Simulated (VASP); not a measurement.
# Ti (P6/mmm) in VASP: notebook

Ti is run at these levels: LDA; tasks: single point.

Program: VASP 6.6.1. These are calculated values, not measurements. Logs are shortened: lines on timing, memory, paths and dates and some standing lists are left out, and cuts for length are marked.

### 1 The cell of the first run

It takes space group P6/mmm (No. 191, hexagonal). The conventional cell has a = 4.600 Å, b = 4.600 Å, c = 2.820 Å, α = 90.00°, β = 90.00°, γ = 120.00°. Within 3.7 Å of Ti (site symmetry 6/mmm) lie 14 Ti at 2.82 to 3.01 Å. Ti (site symmetry -6m2) has 11 Ti at 2.66 to 3.01 Å within 3.5 Å.

### 2 Single point, LDA

Contents of INCAR:

```
SYSTEM = Ti
PREC = Accurate
ENCUT = 520
EDIFF = 1E-7
ISMEAR = -1
SIGMA = 0.1
LREAL = .False.
LASPH = .True.
NELM = 100
ALGO = Normal
ISIF = 2
LWAVE = .False.
LCHARG = .False.
GGA = CA
NBANDS = 25
```

Contents of KPOINTS:

```
regular mesh
0
Gamma
  2 2 3
  0 0 0
```

Contents of POSCAR:

```
Ti
1.0
    4.6000000000      0.0000000000      0.0000000000
   -2.3000000000      3.9837200000      0.0000000000
    0.0000000000      0.0000000000      2.8200000000
Ti
3
Direct
    0.0000000000      0.0000000000      0.0000000000
    0.3333333333      0.6666666667      0.5000000000
    0.6666666667      0.3333333333      0.5000000000
```

Potentials or basis: VASP PAW LDA potentials, release 64 (Ti_sv).

On the command line:

```console
$ cat potpaw_LDA.64/Ti_sv/POTCAR > POTCAR
$ mpirun -np 1 vasp_std > vasp.out
```

OUTCAR:

```text
SYSTEM = Ti
   PREC = Accurate
   ENCUT = 520
   EDIFF = 1E-7
   ISMEAR = -1
   LREAL = .False.
   LASPH = .True.
   NELM = 100
   ISIF = 2
   GGA = CA

 ion  position               nearest neighbor table
   1  0.000  0.000  0.000-
   2  0.333  0.667  0.500-   3 2.66   3 2.66   3 2.66
   3  0.667  0.333  0.500-   2 2.66   2 2.66   2 2.66

  LATTYP: Found a hexagonal cell.
 ALAT       =     4.6000000000
 C/A-ratio  =     0.6130434783

  Lattice vectors:

 A1 = (   4.6000000000,   0.0000000000,   0.0000000000)
 A2 = (  -2.3000000000,   3.9837200000,   0.0000000000)
 A3 = (   0.0000000000,   0.0000000000,   2.8200000000)

Analysis of symmetry for initial positions (statically):
=====================================================================
 Subroutine PRICEL returns:
 Original cell was already a primitive cell.

 Routine SETGRP: Setting up the symmetry group for a
 hexagonal supercell.

 Subroutine GETGRP returns: Found 24 space group operations
 (whereof 24 operations were pure point group operations)
 out of a pool of 24 trial point group operations.

The static configuration has the point symmetry D_6h.

Analysis of symmetry for dynamics (positions and initial velocities):
=====================================================================
 Subroutine PRICEL returns:
 Original cell was already a primitive cell.

 Routine SETGRP: Setting up the symmetry group for a
 hexagonal supercell.

 Subroutine GETGRP returns: Found 24 space group operations
 (whereof 24 operations were pure point group operations)
 out of a pool of 24 trial point group operations.

The dynamic configuration has the point symmetry D_6h.

 Subroutine INISYM returns: Found 24 space group operations
 (whereof 24 operations are pure point group operations),
 and found     1 'primitive' translations

----------------------------------------------------------------------------------------

                                     Primitive cell

  volume of cell :      51.6768

  direct lattice vectors                    reciprocal lattice vectors
     4.600000000  0.000000000  0.000000000     0.217391304  0.125510829  0.000000000
    -2.300000000  3.983720000  0.000000000     0.000000000  0.251021658  0.000000000
     0.000000000  0.000000000  2.820000000     0.000000000  0.000000000  0.354609929

  length of vectors
     4.600000000  4.600002722  2.820000000     0.251021807  0.251021658  0.354609929

  position of ions in fractional coordinates (direct lattice)
     0.000000000  0.000000000  0.000000000
     0.333333333  0.666666667  0.500000000
     0.666666667  0.333333333  0.500000000

  ion indices of the primitive-cell ions
   primitive index   ion index
                 1           1
                 2           2
                 3           3

----------------------------------------------------------------------------------------

 KPOINTS: regular mesh

Automatic generation of k-mesh.
 Grid dimensions read from file:
 generate k-points for:    2    2    3

 Generating k-lattice:

  Cartesian coordinates                     Fractional coordinates (reciprocal lattice)
     0.108695652  0.062755415  0.000000000     0.500000000 -0.000000000  0.000000000
     0.000000000  0.125510829  0.000000000     0.000000000  0.500000000  0.000000000
     0.000000000  0.000000000  0.118203310     0.000000000  0.000000000  0.333333333

  Length of vectors
     0.125510903  0.125510829  0.118203310

  Shift w.r.t. Gamma in fractional coordinates (k-lattice)
     0.000000000  0.000000000  0.000000000

 Subroutine IBZKPT returns following result:
 ===========================================

 Found      4 irreducible k-points:

 Following reciprocal coordinates:
            Coordinates               Weight
  0.000000  0.000000  0.000000      1.000000
  0.500000  0.000000  0.000000      3.000000
  0.000000  0.000000  0.333333      2.000000
  0.500000  0.000000  0.333333      6.000000
   k-points           NKPTS =      4   k-points in BZ     NKDIM =      4   number of bands    NBANDS=     25
   number of dos      NEDOS =    301   number of ions     NIONS =      3
   total plane-waves  NPLWV =  31104
   dimension x,y,z NGX =    36 NGY =   36 NGZ =   24
   dimension x,y,z NGXF=    72 NGYF=   72 NGZF=   48
   ions per type =               3
   NGX,Y,Z   is equivalent  to a cutoff of  13.01, 13.01, 14.15 a.u.
   NGXF,Y,Z  is equivalent  to a cutoff of  26.02, 26.02, 28.30 a.u.
 SYSTEM =  Ti
   PREC   = accura    normal or accurate (medium, high low for compatibility)
   ISTART =      0    job   : 0-new  1-cont  2-samecut
   ICHARG =      2    charge: 1-file 2-atom 10-const
   ISPIN  =      1    spin polarized calculation?
   LNONCOLLINEAR =      F non collinear calculations
   LSORBIT =      F    spin-orbit coupling
   LASPH  =      T    aspherical Exc in radial PAW
   ENCUT  =  520.0 eV  38.22 Ry    6.18 a.u.   8.55  8.55  5.24*2*pi/ulx,y,z
   NELM   =    100;   NELMIN=  2; NELMDL= -5     # of ELM steps
   EDIFF  = 0.1E-06   stopping-criterion for ELM
   LREAL  =      F    real-space projection
   EDIFFG = 0.1E-05   stopping-criterion for IOM
   NSW    =      0    number of steps for IOM
   IBRION =     -1    ionic relax: 0-MD 1-quasi-New 2-CG
   NFREE  =      0    steps in history (QN), initial steepest desc. (CG)
   ISIF   =      2    stress and relaxation
   ISYM   =      2    0-nonsym 1-usesym 2-fastsym
   POTIM  = 0.5000    time-step for ionic-motion
   TEBEG  =    0.0;   TEEND  =   0.0 temperature during run
   PSTRESS=    0.0 pullay stress
   NELECT =      36.0000    total number of electrons
   NUPDOWN=      -1.0000    fix difference up-down
   EMIN   =  10.00;   EMAX   =-10.00  energy-range for DOS
   EFERMI =   0.00;   METHOD = LEGACY
   ISMEAR =    -1;   SIGMA  =   0.10  broadening in eV -4-tet -1-fermi 0-gaus
   EFERMI_NEDOS =   21; number of points for ismear=-14 and -15
   IALGO  =     38    algorithm
   IMIX   =      4    mixing-type and parameters
     AMIX     =   0.40;   BMIX     =  1.00
     AMIX_MAG =   1.60;   BMIX_MAG =  1.00
  volume/ion in A,a.u.               =      17.23       116.24
  Fermi-wavevector in a.u.,A,eV,Ry     =   1.451255  2.742474 28.655792  2.106141
  Thomas-Fermi vector in A             =   2.568773
   LORBIT       =      0    0 simple, 1 ext, 2 COOP (PROOUT), +10 PAW based schemes
   GGA     = CA    functional components
   LHFCALC =     F    Hartree Fock is set to
   AEXX    =    0.0000 exact exchange contribution
   IVDW    =     0    specifies the selected vdW correction
   LEPSILON=     F    determine dielectric tensor
   LRPA    =     F    only Hartree local field effects (RPA)
 non-spin polarized calculation
  energy-cutoff  :      520.00
  volume of cell :       51.68
 maximum number of plane-waves:      1414
 NGX is ok and might be reduce to    36
   NGX = 17   NGY = 17   NGZ = 11

 number of electron      35.9999980 magnetization

 Free energy of the ion-electron system (eV)
  ---------------------------------------------------
  ext. energy  EPLUGINS =         0.00000000
  ---------------------------------------------------
  free energy    TOTEN  =       -25.66201320 eV

  energy without entropy =      -25.53747539  energy(sigma->0) =      -25.59974430

 E-fermi :   7.9753     XC(G=0): -11.8130

 val. band max:        7.7772698439   @ k =   0.5000   0.0000   0.0000
 cond. band min:       8.0610206852   @ k =   0.0000   0.0000   0.0000
 fundamental gap:      0.2837508413
 Fermi energy:         7.9752962325

 k-point     1 :       0.0000    0.0000    0.0000
  band No.  band energies     occupation
      1     -48.0978      2.00000
      2     -47.7236      2.00000
      3     -47.5553      2.00000
      4     -24.8109      2.00000
      5     -24.8109      2.00000
      6     -24.5673      2.00000
[... 17 lines left out ...]
     24       9.9209      0.00000
     25      10.0895      0.00000

 k-point     2 :       0.5000    0.0000    0.0000
  band No.  band energies     occupation
      1     -48.0886      2.00000
      2     -47.6752      2.00000
      3     -47.6145      2.00000
      4     -24.9239      2.00000
      5     -24.7867      2.00000
      6     -24.4561      2.00000
[... 17 lines left out ...]
     24      10.2106      0.00000
     25      10.6851      0.00000

 k-point     3 :       0.0000    0.0000    0.3333
  band No.  band energies     occupation
      1     -48.0458      2.00000
      2     -47.6839      2.00000
      3     -47.5115      2.00000
      4     -24.7382      2.00000
      5     -24.7382      2.00000
      6     -24.7080      2.00000
[... 17 lines left out ...]
     24      10.7728      0.00000
     25      10.7759      0.00000

 k-point     4 :       0.5000    0.0000    0.3333
  band No.  band energies     occupation
      1     -48.0433      2.00000
      2     -47.6288      2.00000
      3     -47.5702      2.00000
      4     -24.7975      2.00000
      5     -24.7836      2.00000
      6     -24.7620      2.00000
[... 17 lines left out ...]
     24      10.6753      0.00000
     25      10.8927      0.00000

------------------------ aborting loop because EDIFF is reached ----------------------------------------

  FORCE on cell =-STRESS in cart. coord.  units (eV):
  Direction    XX          YY          ZZ          XY          YZ          ZX
  --------------------------------------------------------------------------------------
  -------------------------------------------------------------------------------------
  Total       -3.3561011     -3.3561064     -3.9666330      0.0000000      0.0000000     -0.0000000
  in kB     -104.0518646   -104.0520288   -122.9806701      0.0000000      0.0000000     -0.0000000
  external PRESSURE =    -110.3615212 kB  Pullay stress =       0.0000000 kB

 VOLUME and BASIS-vectors are now :
 -----------------------------------------------------------------------------
  energy-cutoff  :      520.00
  volume of cell :       51.68
      direct lattice vectors                 reciprocal lattice vectors
     4.600000000  0.000000000  0.000000000     0.217391304  0.125510829  0.000000000
    -2.300000000  3.983720000  0.000000000     0.000000000  0.251021658  0.000000000
     0.000000000  0.000000000  2.820000000     0.000000000  0.000000000  0.354609929

 POSITION                                       TOTAL-FORCE (eV/Angst)
 -----------------------------------------------------------------------------------
      0.00000      0.00000      0.00000         0.000000      0.000000      0.000000
     -0.00000      2.65581      1.41000         0.000000     -0.000000      0.000000
      2.30000      1.32791      1.41000        -0.000000      0.000000      0.000000
 -----------------------------------------------------------------------------------
    total drift:                                0.000000      0.000000     -0.000000

  FREE ENERGIE OF THE ION-ELECTRON SYSTEM (eV)
  ---------------------------------------------------
  free  energy   TOTEN  =       -25.6620132037 eV

  energy  without entropy=      -25.5374753912  energy(sigma->0) =      -25.59974430
```

Run time: 22 s. Hardware: 1 thread of AMD EPYC 9R45, shared host; peak memory 0.12 GiB.

The run converged, but its numbers aren't listed here, since they failed a check.

Caveat: the k points lie up to 0.79 Å⁻¹ apart; the mesh shows a gap though the element is a metal.

### 3 Single point, LDA

Contents of INCAR:

```
PREC = Accurate
ENCUT = 520
EDIFF = 1E-6
ISMEAR = -1
SIGMA = 0.1
LREAL = F
LASPH = T
NELM = 100
ALGO = Normal
ISIF = 2
LWAVE = F
LCHARG = F
NBANDS = 25
```

Contents of KPOINTS:

```
regular mesh
0
Gamma
  3 3 4
```

POSCAR is that of step 2.

Potentials or basis: VASP PAW LDA potentials, release 64 (Ti_sv).

On the command line:

```console
$ cat potpaw_LDA.64/Ti_sv/POTCAR > POTCAR
$ mpirun -np 1 vasp_std > vasp.out
```

Wall time 25 s (1 thread of AMD EPYC 9R45, shared host); peak memory 0.12 GiB.

Results (log left out):

| Property | Result |
| --- | --- |
| Free energy | -25.7278 eV |
| Pressure | -9.6 GPa |
| Band gap on the k mesh | zero (band 18 reaches 8.12 eV, above the bottom of band 19 at 7.97 eV) |

Stress tensor (GPa, compression positive):
```
-10.34   0.00   0.00
  0.00 -10.34   0.00
  0.00   0.00  -7.98
```

Levels at points of the mesh, in eV from the Fermi level:
| k point | band 14 | band 15 | band 16 | band 17 | band 18 | band 19 | band 20 | band 21 | band 22 | band 23 |
| --- | --- | --- | --- | --- | --- | --- | --- | --- | --- | --- |
| (0.00, 0.00, 0.00) | -1.92 | -0.68 | -0.68 | -0.59 | -0.59 | -0.09 | 0.61 | 1.25 | 1.25 | 1.85 |
| (0.00, 0.00, 0.50) | -2.05 | -2.05 | -1.60 | -1.58 | -1.58 | 1.01 | 1.01 | 1.22 | 1.22 | 2.92 |

Caveat: the k points lie up to 0.56 Å⁻¹ apart.

### 4 Single point, LDA

Contents of INCAR:

```
SYSTEM = Ti
ALGO     = Normal         ! electronic algorithm
EDIFF    = 1E-6           ! SCF threshold, eV
ENCUT    = 520            ! plane-wave cutoff, eV
ISIF     = 2              ! what is computed and relaxed
ISMEAR   = -1             ! smearing method
LASPH    = .TRUE.         ! aspherical terms in the spheres
LCHARG   = .FALSE.        ! write CHGCAR
LREAL    = .FALSE.        ! projectors in reciprocal space
LWAVE    = .FALSE.        ! write WAVECAR
NBANDS   = 25             ! bands
NELM     = 60             ! most SCF steps
PREC     = Accurate       ! precision mode
SIGMA    = 0.1            ! smearing width, eV
```

Contents of KPOINTS:

```
k-points
0
G
  3 3 5
  0 0 0
```

POSCAR is that of step 3.

On the command line:

```console
$ cat potpaw_LDA.64/Ti_sv/POTCAR > POTCAR
$ mpirun -np 1 vasp_std > vasp.out
```

Wall time 28 s (1 thread of AMD EPYC 9R45, shared host); peak memory 0.12 GiB.

The run converged. Its results:

```yaml
Free_energy: -25.6903 eV
Pressure: -9.2 GPa
Band_gap_on_the_k_mesh: zero (band 18 reaches 8.11 eV, above the bottom of band 19 at 7.96 eV)
```

Stress tensor (GPa, compression positive):
```
-9.63  0.00  0.00
 0.00 -9.63  0.00
 0.00  0.00 -8.29
```

Levels at points of the mesh, in eV from the Fermi level:
```tsv
k point	band 15	band 16	band 17	band 18	band 19	band 20	band 21	band 22
(0.00, 0.00, 0.00)	-0.71	-0.71	-0.61	-0.61	-0.11	0.57	1.23	1.23
```

Caveat: the k points lie up to 0.53 Å⁻¹ apart.
